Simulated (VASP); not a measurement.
# Mg16Se3S13 (P1) in VASP: notebook, part 2 of 2

VASP 6.6.1. The steps go on from the part before.

### Step 3. Relaxation of volume and atoms at fixed shape, PBEsol

Input file INCAR:

```
  PREC = Accurate
  ENCUT = 600
  EDIFF = 1E-6
  ISMEAR = -1
  SIGMA = 0.05
  LREAL = Auto
  LASPH = T
  NELM = 60
  ALGO = Normal
  ISIF = 8
  LWAVE = F
  LCHARG = F
  GGA = PS
  IBRION = 2
  NSW = 100
  EDIFFG = -0.03
  ISYM = 0
  NCORE = 4
```

Input file KPOINTS:

```
Automatic mesh
0
Gamma
  1 1 1
  0.25 0.25 0.25
```

Input file POSCAR:

```
Mg16Se3S13
1.0
   10.4657120000      0.0000000000      0.0000000000
    0.0000000000     10.4657120000      0.0000000000
    0.0000000000      0.0000000000     10.4657120000
S Se Mg
26 6 32
Direct
    0.2511940000      0.9994240000      0.0029790000
    0.2493770000      0.0004760000      0.5044250000
    0.2500400000      0.4995640000      0.0024450000
    0.2506970000      0.4990090000      0.5025260000
    0.7501010000      0.5008700000      0.9999470000
    0.7491930000      0.4998710000      0.5016780000
    0.0026580000      0.2477070000      0.0008140000
    0.0023930000      0.2489670000      0.5011900000
    0.9987330000      0.7504000000      0.9972880000
    0.0044540000      0.7503650000      0.4983180000
    0.4984720000      0.2508550000      0.0009000000
    0.5026940000      0.2468260000      0.5023880000
    0.4999270000      0.7497840000      0.9994840000
    0.5001220000      0.7496960000      0.5013900000
    0.9987150000      0.9989190000      0.2496540000
    0.9966610000      0.5004140000      0.2529880000
    0.0004850000      0.4986550000      0.7543460000
    0.5016590000      0.0005590000      0.2470080000
    0.5005710000      0.9999720000      0.7513720000
    0.4986620000      0.4987560000      0.2488190000
    0.5013460000      0.5000790000      0.7499070000
    0.2511860000      0.2523650000      0.2518680000
    0.2491650000      0.2501820000      0.7497730000
    0.2478480000      0.7499220000      0.7505830000
    0.7520160000      0.7497810000      0.2497670000
    0.7495330000      0.7478040000      0.7503020000
    0.7493630000      0.0011070000      0.9955090000
    0.7492750000      0.9968040000      0.5012450000
    0.9992040000      0.0026030000      0.7492500000
    0.2468640000      0.7471860000      0.2526820000
    0.7533870000      0.2492880000      0.2496330000
    0.7463740000      0.2516100000      0.7480960000
    0.9988800000      0.9998880000      0.9977150000
    0.9984350000      0.9978600000      0.4990790000
    0.0005460000      0.4975700000      0.9983760000
    0.9991940000      0.5016140000      0.5004570000
    0.5001830000      0.9993890000      0.9988710000
    0.4973550000      0.0018510000      0.4981720000
    0.5004040000      0.4977600000      0.0030760000
    0.4995590000      0.4987480000      0.5030720000
    0.2480720000      0.2521920000      0.9992320000
    0.2514350000      0.2481880000      0.5020390000
    0.2495600000      0.7521500000      0.9982340000
    0.2487520000      0.7510660000      0.5027160000
    0.7512320000      0.2500360000      0.0023830000
    0.7491940000      0.2512340000      0.4999490000
    0.7476220000      0.7489690000      0.0000270000
    0.7480260000      0.7518360000      0.4997420000
    0.2501960000      0.9985430000      0.2492330000
    0.2460950000      0.0019590000      0.7515510000
    0.2495490000      0.5008070000      0.2490940000
    0.2506610000      0.4994010000      0.7501000000
    0.7458850000      0.9992690000      0.2523930000
    0.7510540000      0.0006340000      0.7477280000
    0.7511850000      0.5009540000      0.2497600000
    0.7487760000      0.5009280000      0.7488140000
    0.0015420000      0.2488910000      0.2494650000
    0.0035020000      0.2520510000      0.7511270000
    0.0031160000      0.7496110000      0.2491720000
    0.0026890000      0.7518690000      0.7470280000
    0.4992090000      0.2497820000      0.2488270000
    0.4976250000      0.2491210000      0.7497970000
    0.4984190000      0.7539490000      0.2482330000
    0.5001750000      0.7520370000      0.7484890000
```

Potentials or basis: VASP PAW PBE potentials, release 64 (S, Se, Mg).

Launch:

```console
$ cat potpaw_PBE.64/S/POTCAR potpaw_PBE.64/Se/POTCAR potpaw_PBE.64/Mg/POTCAR > POTCAR
$ mpirun -np 4 vasp_std > vasp.out
```

OUTCAR:

```text
PREC = Accurate
   ENCUT = 600
   EDIFF = 1E-6
   ISMEAR = -1
   LREAL = Auto
   LASPH = T
   NELM = 60
   ISIF = 8
   GGA = PS
   IBRION = 2
   NSW = 100
   EDIFFG = -0.03
   ISYM = 0

 ion  position               nearest neighbor table
   1  0.251  0.999  0.003-  49 2.58  43 2.59  37 2.61  50 2.63  33 2.64  41 2.65
   2  0.249  0.000  0.504-  50 2.59  42 2.59  38 2.60  44 2.61  34 2.63  49 2.67
   3  0.250  0.500  0.002-  51 2.58  41 2.59  35 2.61  39 2.62  52 2.64  43 2.64
   4  0.251  0.499  0.503-  52 2.59  40 2.60  42 2.63  36 2.63  44 2.64  51 2.65
   5  0.750  0.501  1.000-  47 2.60  39 2.61  55 2.61  35 2.62  45 2.63  56 2.63
   6  0.749  0.500  0.502-  56 2.59  46 2.60  40 2.61  36 2.62  55 2.64  48 2.64
[... 51 lines left out ...]
  54  0.751  0.001  0.748-  28 2.58  27 2.59  29 2.60  19 2.62  32 2.63  26 2.65
  55  0.751  0.501  0.250-  16 2.57  25 2.60   5 2.61  31 2.63   6 2.64  20 2.64
  56  0.749  0.501  0.749-  26 2.58   6 2.59  21 2.59  32 2.61   5 2.63  17 2.64
  57  0.002  0.249  0.249-  31 2.60   7 2.60  22 2.61  15 2.62  16 2.63   8 2.63
  58  0.004  0.252  0.751-  23 2.57  17 2.58  29 2.61   7 2.61   8 2.62  32 2.69  41 3.65  50 3.65
                            35 3.65
  59  0.003  0.750  0.249-  30 2.55  10 2.61  16 2.61  15 2.61  25 2.63   9 2.64
  60  0.003  0.752  0.747-  24 2.57  10 2.60   9 2.62  29 2.62  26 2.65  17 2.65  44 3.63  50 3.65
                            34 3.66
  61  0.499  0.250  0.249-  11 2.59  22 2.60  20 2.61  18 2.61  12 2.65  31 2.66  39 3.65
  62  0.498  0.249  0.750-  12 2.59  23 2.60  32 2.60  19 2.61  21 2.63  11 2.63  42 3.66
  63  0.498  0.754  0.248-  18 2.58  13 2.60  30 2.63  14 2.65  25 2.65  20 2.67  53 3.65  49 3.65

  64  0.500  0.752  0.748-  14 2.59  19 2.59  26 2.61  13 2.63  21 2.64  24 2.64

IMPORTANT INFORMATION: All symmetrisations will be switched off!
NOSYMM: (Re-)initialisation of all symmetry stuff for point group C_1.

----------------------------------------------------------------------------------------

                                     Primitive cell

  volume of cell :    1146.3212

  direct lattice vectors                    reciprocal lattice vectors
    10.465712000  0.000000000  0.000000000     0.095550116  0.000000000  0.000000000
     0.000000000 10.465712000  0.000000000     0.000000000  0.095550116  0.000000000
     0.000000000  0.000000000 10.465712000     0.000000000  0.000000000  0.095550116

  length of vectors
    10.465712000 10.465712000 10.465712000     0.095550116  0.095550116  0.095550116

[... 232 lines left out ...]

------------------------ aborting loop because EDIFF is reached ----------------------------------------

  FORCE on cell =-STRESS in cart. coord.  units (eV):
  Direction    XX          YY          ZZ          XY          YZ          ZX
  --------------------------------------------------------------------------------------
  -------------------------------------------------------------------------------------
  Total        0.5797702      0.2835568      0.4436117      0.0484599      0.0490867     -0.0011754
  in kB        0.8103266      0.3963185      0.6200222      0.0677309      0.0686069     -0.0016428
  external PRESSURE =       0.6088891 kB  Pullay stress =       0.0000000 kB
[... 275 lines left out ...]
  FREE ENERGIE OF THE ION-ELECTRON SYSTEM (eV)
  ---------------------------------------------------
  free  energy   TOTEN  =      -283.9981250786 eV

  energy  without entropy=     -283.9981250786  energy(sigma->0) =     -283.99812508

[... ionic steps 4 to 8 ...]

--------------------------------------- Ionic step        9  -------------------------------------------

 number of electron     256.0000007 magnetization

------------------------ aborting loop because EDIFF is reached ----------------------------------------
[... 191 lines left out ...]
--------------------------------------- Ionic step       11  -------------------------------------------

 number of electron     256.0000006 magnetization

 Free energy of the ion-electron system (eV)
  ---------------------------------------------------
  ext. energy  EPLUGINS =         0.00000000
  ---------------------------------------------------
  free energy    TOTEN  =      -284.06327238 eV

  energy without entropy =     -284.06327238  energy(sigma->0) =     -284.06327238

 E-fermi :   4.9105     XC(G=0):  -9.8389

 val. band max:        3.6570722030   @ k =  -0.2500  -0.2500   0.2500
 cond. band min:       6.7711998665   @ k =   0.2500   0.2500   0.2500
 fundamental gap:      3.1141276635
 Fermi energy:         4.9105121478

 k-point     1 :       0.2500    0.2500    0.2500
  band No.  band energies     occupation
      1      -8.9973      2.00000
      2      -8.6349      2.00000
      3      -8.6247      2.00000
      4      -8.6146      2.00000
      5      -8.3252      2.00000
      6      -8.3122      2.00000
[... 561 lines left out ...]
    139       8.1470      0.00000
    140       8.1622      0.00000
 [bands above 140 left out]

------------------------ aborting loop because EDIFF is reached ----------------------------------------

  FORCE on cell =-STRESS in cart. coord.  units (eV):
  Direction    XX          YY          ZZ          XY          YZ          ZX
  --------------------------------------------------------------------------------------
  -------------------------------------------------------------------------------------
  Total       -0.3082441     -0.2396897      0.1757284      0.0972108      0.0128694      0.0049387
  in kB       -0.4311897     -0.3352918      0.2458191      0.1359841      0.0180024      0.0069085
  external PRESSURE =      -0.1735541 kB  Pullay stress =       0.0000000 kB
[... 79 lines left out ...]
  FREE ENERGIE OF THE ION-ELECTRON SYSTEM (eV)
  ---------------------------------------------------
  free  energy   TOTEN  =      -284.0632723787 eV

  energy  without entropy=     -284.0632723787  energy(sigma->0) =     -284.06327238

 reached required accuracy - stopping structural energy minimisation
```

It took 27 min on 4 MPI ranks of Intel Xeon Platinum 8488C (Sapphire Rapids), shared host; peak memory 0.53 GiB.

Results:

```
Free energy                           : -284.0633 eV
Relaxed volume                        : 17.90 Å³/atom
Relaxed cell                          : a = 10.463 Å, b = 10.463 Å, c = 10.463 Å, α = 90.00°, β = 90.00°, γ = 90.00°
Space group after relaxing (to 0.1 Å) : Pm (No. 6)
Energy gained by relaxing             : 8.6 meV/atom
Ionic steps                           : 11
Pressure after relaxing               : 0.0 GPa
Largest force after relaxing          : 0.018 eV/Å
Band gap on the k mesh                : 3.11 eV
```

Forces on the atoms (eV/Å):
```
S    0.001 -0.001 -0.005
S    0.006 -0.001 -0.003
S   -0.002  0.000 -0.004
S    0.000  0.001 -0.005
S   -0.002  0.001  0.002
S    0.001  0.009 -0.003
S   -0.001 -0.002 -0.001
S   -0.004 -0.003  0.003
S    0.004  0.007  0.006
S    0.000  0.007  0.011
S    0.002 -0.005 -0.001
S    0.000 -0.002 -0.005
S    0.000  0.004  0.003
S    0.002  0.007 -0.003
S   -0.001  0.006  0.005
S   -0.001  0.000 -0.004
S   -0.004 -0.005 -0.001
S    0.004 -0.001  0.008
S   -0.002  0.000  0.004
S    0.005 -0.002 -0.001
S   -0.003 -0.004 -0.001
S   -0.006 -0.004 -0.001
S    0.005 -0.004 -0.002
S   -0.005 -0.004 -0.003
S    0.000  0.002  0.004
S    0.005 -0.009  0.003
Se   0.004  0.004  0.008
Se   0.004  0.004  0.002
Se   0.002 -0.003  0.006
Se  -0.001  0.006 -0.004
Se  -0.007 -0.005 -0.004
Se   0.006 -0.010 -0.001
Mg   0.000  0.007  0.002
Mg   0.003  0.007  0.009
Mg  -0.007  0.005 -0.004
Mg  -0.007  0.003 -0.001
Mg   0.008  0.004  0.002
Mg   0.008  0.004  0.007
Mg   0.009  0.005 -0.015
Mg   0.006  0.002  0.000
Mg   0.001 -0.010 -0.010
Mg  -0.003  0.000 -0.004
Mg   0.005  0.003 -0.002
Mg  -0.001  0.007 -0.008
Mg  -0.004  0.004  0.010
Mg  -0.007  0.002 -0.007
Mg   0.001  0.005  0.003
Mg   0.000  0.002  0.004
Mg   0.002  0.004 -0.006
Mg  -0.006  0.002 -0.006
Mg  -0.005  0.003 -0.006
Mg   0.000 -0.010 -0.008
Mg   0.005 -0.003  0.004
Mg   0.002 -0.010  0.002
Mg   0.005 -0.008 -0.003
Mg  -0.001 -0.006  0.000
Mg  -0.006  0.003 -0.003
Mg   0.003 -0.008 -0.002
Mg   0.000  0.003  0.007
Mg  -0.008 -0.003  0.008
Mg  -0.004 -0.008  0.001
Mg  -0.008  0.000  0.000
Mg  -0.003 -0.001  0.006
Mg   0.000  0.000  0.006
```

The path:
| step | energy change (eV) | largest force (eV/Å) | pressure (GPa) | volume (Å³) |
| --- | --- | --- | --- | --- |
| 1 | 0.0000 | 0.7156 | 0.06 | 1146.32 |
| 2 | -0.3155 | 0.4488 | -0.12 | 1147.45 |
| 3 | -0.4835 | 0.2090 | -0.27 | 1149.03 |
| 4 | -0.4838 | 0.2109 | -0.28 | 1149.10 |
| 5 | -0.5230 | 0.1292 | 0.15 | 1142.63 |
| 6 | -0.5281 | 0.0905 | 0.37 | 1139.43 |
| 7 | -0.5435 | 0.0498 | -0.05 | 1145.75 |
| 8 | -0.5435 | 0.0497 | -0.04 | 1145.63 |
| 9 | -0.5462 | 0.0349 | -0.01 | 1145.33 |
| 10 | -0.5478 | 0.0313 | 0.02 | 1144.85 |
| 11 | -0.5486 | 0.0180 | -0.02 | 1145.35 |

Final structure:
```
S Se Mg
1.0
    10.46275    0.00000    0.00000
     0.00000   10.46275    0.00000
     0.00000    0.00000   10.46275
S Se Mg
26 6 32
Direct
  0.25045 0.00085 0.00039
  0.25037 0.00077 0.50048
  0.24999 0.49937 0.99994
  0.25000 0.49928 0.50155
  0.74984 0.50151 0.00028
  0.74977 0.50139 0.50028
  0.00258 0.25175 0.00109
  0.00269 0.25176 0.49937
  0.99979 0.74803 0.99974
  0.99992 0.74802 0.49972
  0.49752 0.25102 0.00029
  0.49759 0.25090 0.50034
  0.49965 0.74895 0.99915
  0.49967 0.74890 0.50088
  0.00151 0.99971 0.24979
  0.00001 0.49988 0.25039
  0.00088 0.50106 0.75033
  0.49788 0.99998 0.24984
  0.49728 0.99928 0.74994
  0.49970 0.50005 0.25049
  0.49897 0.50098 0.75047
  0.25031 0.25021 0.25061
  0.25068 0.25121 0.75065
  0.25075 0.74928 0.75044
  0.74970 0.74826 0.24984
  0.74893 0.74788 0.74983
  0.74910 0.99892 0.00029
  0.74906 0.99888 0.49924
  0.00121 0.99969 0.74977
  0.24987 0.74973 0.25043
  0.75020 0.25095 0.25021
  0.74935 0.25188 0.75018
  0.00629 0.99977 0.00531
  0.00618 0.99975 0.49412
  0.00145 0.49981 0.00170
  0.00146 0.49986 0.49905
  0.49331 0.99994 0.00119
  0.49325 0.99990 0.49842
  0.49833 0.49987 0.00095
  0.49837 0.49985 0.50027
  0.25002 0.25160 0.99951
  0.25017 0.25128 0.50201
  0.24962 0.74853 0.99512
  0.24984 0.74832 0.50588
  0.75034 0.25692 0.99994
  0.75052 0.25687 0.50041
  0.74979 0.74380 0.99840
  0.74990 0.74381 0.50114
  0.25082 0.00410 0.25053
  0.25468 0.00007 0.75057
  0.25018 0.49575 0.25089
  0.25111 0.50054 0.75086
  0.74803 0.99414 0.24971
  0.74322 0.99321 0.74976
  0.74956 0.50500 0.25034
  0.74851 0.50600 0.75027
  0.00554 0.25099 0.25029
  0.00632 0.25596 0.75029
  0.99562 0.74847 0.24958
  0.00008 0.74506 0.74959
  0.49508 0.25032 0.25025
  0.49408 0.25142 0.75027
  0.50397 0.74982 0.24980
  0.49963 0.74890 0.74987
```

Caveat: the PAW data sets were made with another functional, which shifts forces and pressure a little; a shifted mesh leaves out Γ, where band edges can lie. A k mesh can miss the band edges.
